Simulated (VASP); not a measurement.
A run of VASP 6.6.1 is set up as follows.

Contents of INCAR:

```
SYSTEM = GaN
PREC     = Accurate       ! precision mode
ENCUT    = 520            ! plane-wave cutoff, eV
EDIFF    = 1E-6           ! SCF threshold, eV
ISMEAR   = 0              ! smearing method
SIGMA    = 0.1            ! smearing width, eV
LREAL    = .False.        ! projectors in reciprocal space
LASPH    = .True.         ! aspherical terms in the spheres
NELM     = 60             ! most SCF steps
ALGO     = Normal         ! electronic algorithm
ISIF     = 2              ! what is computed and relaxed
LWAVE    = .False.        ! write WAVECAR
LCHARG   = .True.         ! write CHGCAR
GGA      = PE             ! functional
LELF     = .True.         ! ELF
LVHAR    = .True.       
NBANDS   = 66             ! bands
```

File KPOINTS:

```
Automatic mesh
0
Gamma
  6 6 1
  0 0 0
```

Contents of POSCAR:

```
GaN
1.0
    3.2168423000      0.0000000000      0.0000000000
   -1.6084212000      2.7858672000      0.0000000000
    0.0000000000      0.0000000000     15.7475143000
Ga N
6 6
Direct
    0.0000000000      0.0000000000      0.1875310000
    0.0000000000      0.0000000000      0.6875310000
    0.3333333000      0.6666667000      0.5207130000
    0.6666667000      0.3333333000      0.0207130000
    0.3333333000      0.6666667000      0.8539850000
    0.6666667000      0.3333333000      0.3539850000
    0.0000000000      0.0000000000      0.3126460000
    0.0000000000      0.0000000000      0.8126460000
    0.3333333000      0.6666667000      0.9792100000
    0.6666667000      0.3333333000      0.4792100000
    0.3333333000      0.6666667000      0.6459160000
    0.6666667000      0.3333333000      0.1459160000
```

Potentials or basis: VASP PAW PBE potentials, release 64 (Ga_d, N).

Run with:

```sh
$ cat potpaw_PBE.64/Ga_d/POTCAR potpaw_PBE.64/N/POTCAR > POTCAR
$ mpirun -np 1 vasp_std > vasp.out
```

**Question.** What does it give for the band gap on the k mesh?

**Answer.** 1.60 eV.

**Question.** What does it give for the pressure?

**Answer.** 0.0 GPa.
